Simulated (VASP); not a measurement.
Input of a VASP 6.6.1 run:

Contents of POSCAR:

```
TaRu
1.0
    3.1870000000      0.0000000000     -0.2390250000
    0.0000000000      3.1870000000      0.0000000000
   -0.2390250000      0.0000000000      3.1870000000
Ta Ru
1 1
Direct
    0.5000000000      0.5000000000      0.5000000000
    0.0000000000      0.0000000000      0.0000000000
```

INCAR.step1

```
PREC = Accurate
ENCUT = 520
ISMEAR = 0
SIGMA = 0.15
LREAL = False
LASPH = True
NELM = 100
NBANDS = 20
GGA = PE
ALGO = Normal
EDIFF = 1E-4
LWAVE = True
LCHARG = False
```

INCAR.step2

```
PREC = Accurate
ENCUT = 520
EDIFF = 1E-6
ISMEAR = 0
SIGMA = 0.15
LREAL = False
LASPH = True
NELM = 100
ALGO = Normal
ISIF = 2
LWAVE = False
LCHARG = False
METAGGA = R2SCAN
LMIXTAU = True
NBANDS = 20
ISTART = 1
```

The input KPOINTS:

```
regular mesh
0
Gamma
  16 16 16
```

Potentials or basis: VASP PAW PBE potentials, release 64 (Ta_pv, Ru_pv).

The run is started by

```console
$ cat potpaw_PBE.64/Ta_pv/POTCAR potpaw_PBE.64/Ru_pv/POTCAR > POTCAR
$ cp INCAR.step1 INCAR
$ mpirun -np 1 vasp_std > vasp.out
$ cp INCAR.step2 INCAR
$ mpirun -np 1 vasp_std > vasp.out
```

(1) Estimate the pressure.

Results:

(1) -2.1 GPa.

Caveat: the cell differs from its parent crystal (strain -0.1500 x Voigt [0, 0, 0, 0, 1, 0]); the PAW data sets were made with another functional, which shifts forces and pressure a little.
